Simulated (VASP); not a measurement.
# Rh (Im-3m) in VASP: a series of runs

Runs on Rh. Level: revPBE. Tasks: single point.

Program: VASP 6.6.1. These are calculated values, not measurements. Logs are shortened: lines on timing, memory, paths and dates and some standing lists are left out, and cuts for length are marked.

### 1 The cell of the first run

It takes space group Im-3m (No. 229, cubic). Conventional cell: a = 3.167 Å, b = 3.167 Å, c = 3.167 Å, α = 90.00°, β = 90.00°, γ = 90.00°. Rh (site symmetry m-3m) has 14 Rh at 2.74 to 3.17 Å within 3.6 Å.

### 2 Single point, revPBE (volume scaled by 1.08)

File INCAR:

```
  ALGO = Normal
  EDIFF = 1E-7
  ENCUT = 520
  GGA = RE
  ISIF = 2
  ISMEAR = -1
  LASPH = True
  LCHARG = False
  LREAL = False
  LWAVE = False
  NBANDS = 14
  NELM = 60
  PREC = Accurate
  SIGMA = 0.1
```

File KPOINTS:

```
k-points
0
Gamma
  16 16 16
```

File POSCAR:

```
Rh
1.0
   -1.5835565553      1.5835565553      1.5835565553
    1.5835565553     -1.5835565553      1.5835565553
    1.5835565553      1.5835565553     -1.5835565553
Rh
1
Direct
    0.0000000000      0.0000000000      0.0000000000
```

Potentials or basis: VASP PAW PBE potentials, release 64 (Rh_pv).

Command:

```console
> cat potpaw_PBE.64/Rh_pv/POTCAR > POTCAR
> mpirun -np 1 vasp_std > vasp.out
```

OUTCAR:

```text
EDIFF = 1E-7
   ENCUT = 520
   GGA = RE
   ISIF = 2
   ISMEAR = -1
   LASPH = True
   LREAL = False
   NELM = 60
   PREC = Accurate

 ion  position               nearest neighbor table
   1  0.000  0.000  0.000-

  LATTYP: Found a body centered cubic cell.
 ALAT       =     3.1671131106

  Lattice vectors:

 A1 = (  -1.5835565553,   1.5835565553,   1.5835565553)
 A2 = (   1.5835565553,  -1.5835565553,   1.5835565553)
 A3 = (   1.5835565553,   1.5835565553,  -1.5835565553)

Analysis of symmetry for initial positions (statically):
=====================================================================
 Subroutine PRICEL returns:
 Original cell was already a primitive cell.

 Routine SETGRP: Setting up the symmetry group for a
 body centered cubic supercell.

 Subroutine GETGRP returns: Found 48 space group operations
 (whereof 48 operations were pure point group operations)
 out of a pool of 48 trial point group operations.

The static configuration has the point symmetry O_h .

Analysis of symmetry for dynamics (positions and initial velocities):
=====================================================================
 Subroutine PRICEL returns:
 Original cell was already a primitive cell.

 Routine SETGRP: Setting up the symmetry group for a
 body centered cubic supercell.

 Subroutine GETGRP returns: Found 48 space group operations
 (whereof 48 operations were pure point group operations)
 out of a pool of 48 trial point group operations.

The dynamic configuration has the point symmetry O_h .

 Subroutine INISYM returns: Found 48 space group operations
 (whereof 48 operations are pure point group operations),
 and found     1 'primitive' translations

----------------------------------------------------------------------------------------

                                     Primitive cell

  volume of cell :      15.8840

  direct lattice vectors                    reciprocal lattice vectors
    -1.583556555  1.583556555  1.583556555     0.000000000  0.315744959  0.315744959
     1.583556555 -1.583556555  1.583556555     0.315744959  0.000000000  0.315744959
     1.583556555  1.583556555 -1.583556555     0.315744959  0.315744959  0.000000000

  length of vectors
     2.742800410  2.742800410  2.742800410     0.446530804  0.446530804  0.446530804

[... 83 lines left out ...]
   NFREE  =      0    steps in history (QN), initial steepest desc. (CG)
   ISIF   =      2    stress and relaxation
   ISYM   =      2    0-nonsym 1-usesym 2-fastsym
   POTIM  = 0.5000    time-step for ionic-motion
   TEBEG  =    0.0;   TEEND  =   0.0 temperature during run
   PSTRESS=    0.0 pullay stress
   NELECT =      15.0000    total number of electrons
   NUPDOWN=      -1.0000    fix difference up-down
   EMIN   =  10.00;   EMAX   =-10.00  energy-range for DOS
   EFERMI =   0.00;   METHOD = LEGACY
   ISMEAR =    -1;   SIGMA  =   0.10  broadening in eV -4-tet -1-fermi 0-gaus
   EFERMI_NEDOS =   21; number of points for ismear=-14 and -15
   IALGO  =     38    algorithm
   IMIX   =      4    mixing-type and parameters
     AMIX     =   0.40;   BMIX     =  1.00
     AMIX_MAG =   1.60;   BMIX_MAG =  1.00
  volume/ion in A,a.u.               =      15.88       107.19
  Fermi-wavevector in a.u.,A,eV,Ry     =   1.606146  3.035176 35.099015  2.579705
  Thomas-Fermi vector in A             =   2.702380
   LORBIT       =      0    0 simple, 1 ext, 2 COOP (PROOUT), +10 PAW based schemes
   GGA     = RE    functional components
   LHFCALC =     F    Hartree Fock is set to
   AEXX    =    0.0000 exact exchange contribution
   IVDW    =     0    specifies the selected vdW correction
   LEPSILON=     F    determine dielectric tensor
   LRPA    =     F    only Hartree local field effects (RPA)
 non-spin polarized calculation
  energy-cutoff  :      520.00
  volume of cell :       15.88
 maximum number of plane-waves:       448
   NGX = 11   NGY = 11   NGZ = 11

 number of electron      14.9999992 magnetization

 Free energy of the ion-electron system (eV)
  ---------------------------------------------------
  ext. energy  EPLUGINS =         0.00000000
  ---------------------------------------------------
  free energy    TOTEN  =        -6.39498736 eV

  energy without entropy =       -6.30820955  energy(sigma->0) =       -6.35159845

 E-fermi :   9.3870     XC(G=0): -13.0238

 val. band max:        9.3822005071   @ k =   0.3750   0.1875   0.0625
 cond. band min:       9.3878035634   @ k =  -0.1875   0.2500   0.0625
 fundamental gap:      0.0056030563
 Fermi energy:         9.3869787167

 k-point     1 :       0.0000    0.0000    0.0000
  band No.  band energies     occupation
      1     -36.4799      2.00000
      2     -36.4799      2.00000
      3     -36.4799      2.00000
      4       2.6214      2.00000
      5       7.0011      2.00000
      6       7.0011      2.00000
      7       7.0011      2.00000
      8       9.0200      1.95032
      9       9.0200      1.95032
     10      27.6267      0.00000
     11      27.6267      0.00000
     12      27.6267      0.00000
     13      30.7941      0.00000
     14      36.1473      0.00000
[... 377 lines left out ...]
      1     -36.8326      2.00000
      2     -36.6280      2.00000
      3     -36.5173      2.00000
      4       5.3183      2.00000
      5       6.1731      2.00000
      6       7.0331      2.00000
      7       8.6683      1.99849
      8       9.3811      1.02943
      9      11.3982      0.00000
     10      21.3583      0.00000
     11      22.8996      0.00000
     12      26.8594      0.00000
     13      30.7942      0.00000
     14      30.8556      0.00000

 [... further k-points ...]

------------------------ aborting loop because EDIFF is reached ----------------------------------------

  FORCE on cell =-STRESS in cart. coord.  units (eV):
  Direction    XX          YY          ZZ          XY          YZ          ZX
  --------------------------------------------------------------------------------------
  -------------------------------------------------------------------------------------
  Total       -1.3538195     -1.3538195     -1.3538195      0.0000000      0.0000000     -0.0000000
  in kB     -136.5559489   -136.5559489   -136.5559489      0.0000000      0.0000000     -0.0000000
  external PRESSURE =    -136.5559489 kB  Pullay stress =       0.0000000 kB

 VOLUME and BASIS-vectors are now :
 -----------------------------------------------------------------------------
  energy-cutoff  :      520.00
  volume of cell :       15.88
      direct lattice vectors                 reciprocal lattice vectors
    -1.583556555  1.583556555  1.583556555     0.000000000  0.315744959  0.315744959
     1.583556555 -1.583556555  1.583556555     0.315744959  0.000000000  0.315744959
     1.583556555  1.583556555 -1.583556555     0.315744959  0.315744959  0.000000000

 POSITION                                       TOTAL-FORCE (eV/Angst)
 -----------------------------------------------------------------------------------
      0.00000      0.00000      0.00000         0.000000      0.000000      0.000000
 -----------------------------------------------------------------------------------
    total drift:                                0.000000     -0.000000      0.000000

  FREE ENERGIE OF THE ION-ELECTRON SYSTEM (eV)
  ---------------------------------------------------
  free  energy   TOTEN  =        -6.3949873581 eV

  energy  without entropy=       -6.3082095488  energy(sigma->0) =       -6.35159845
```

OSZICAR:

```text
N       E                     dE             d eps       ncg     rms          rms(c)
DAV:   1     0.121107175570E+03    0.12111E+03   -0.88512E+03  4074   0.112E+03
DAV:   2    -0.513755515369E+01   -0.12624E+03   -0.12052E+03  4444   0.335E+02
DAV:   3    -0.676179854629E+01   -0.16242E+01   -0.16197E+01  5008   0.418E+01
DAV:   4    -0.676910590799E+01   -0.73074E-02   -0.73066E-02  4708   0.286E+00
DAV:   5    -0.676918467650E+01   -0.78769E-04   -0.78767E-04  5124   0.266E-01    0.706E+00
DAV:   6    -0.640199903766E+01    0.36719E+00   -0.75320E-01  4588   0.112E+01    0.265E+00
DAV:   7    -0.639664233666E+01    0.53567E-02   -0.11784E-02  5008   0.964E-01    0.145E+00
DAV:   8    -0.639501367931E+01    0.16287E-02   -0.21899E-03  4522   0.611E-01    0.766E-02
DAV:   9    -0.639498455324E+01    0.29126E-04   -0.39858E-05  4966   0.820E-02    0.123E-02
DAV:  10    -0.639498761971E+01   -0.30665E-05   -0.51693E-06  4738   0.262E-02    0.246E-03
DAV:  11    -0.639498723642E+01    0.38329E-06   -0.56537E-08  3716   0.278E-03    0.499E-04
DAV:  12    -0.639498735742E+01   -0.12100E-06   -0.71385E-09  2432   0.100E-03    0.106E-04
DAV:  13    -0.639498735805E+01   -0.63301E-09   -0.58398E-10  2234   0.299E-04
   1 F= -.63949874E+01 E0= -.63515985E+01  d E =-.867778E-01
```

It took 14 s on 1 thread of Intel Xeon 6975P-C (Granite Rapids), shared host; peak memory 0.13 GiB.

What came out:

```
Free energy : -6.3950 eV
Pressure    : -13.7 GPa
```

Caveat: the PAW data sets were made with another functional, which shifts forces and pressure a little.

### 3 Single point, revPBE (volume scaled by 1.12)

File INCAR:

```
  ALGO = Normal
  EDIFF = 1E-7
  ENCUT = 520
  GGA = RE
  ISIF = 2
  ISMEAR = -1
  LASPH = T
  LCHARG = F
  LREAL = F
  LWAVE = F
  NBANDS = 14
  NELM = 80
  PREC = Accurate
  SIGMA = 0.1
```

KPOINTS is that of step 2.

File POSCAR:

```
Rh
1.0
   -1.6028701240      1.6028701240      1.6028701240
    1.6028701240     -1.6028701240      1.6028701240
    1.6028701240      1.6028701240     -1.6028701240
Rh
1
Direct
    0.0000000000      0.0000000000      0.0000000000
```

Potentials or basis: VASP PAW PBE potentials, release 64 (Rh_pv).

Command:

```console
> cat potpaw_PBE.64/Rh_pv/POTCAR > POTCAR
> mpirun -np 1 vasp_std > vasp.out
```

Wall time 16 s (1 thread of Intel Xeon 6975P-C (Granite Rapids), shared host); peak memory 0.15 GiB.

Results (log left out):

```
Free energy : -6.3363 eV
Pressure    : -18.3 GPa
```

Levels at points of the mesh, in eV from the Fermi level:
```
           k point  band 6  band 7  band 8  band 9  band 10  band 11
(0.00, 0.00, 0.00)   -2.26   -2.26   -0.35   -0.35    18.14    18.14
(0.50, 0.00, 0.00)   -0.41   -0.10    1.20    1.46     7.76    14.23
(0.50, 0.50, 0.50)    0.82    0.82    0.82    8.75     8.75     8.75
```

Caveat: the PAW data sets were made with another functional, which shifts forces and pressure a little.

(Continued in part 2 of 2.)
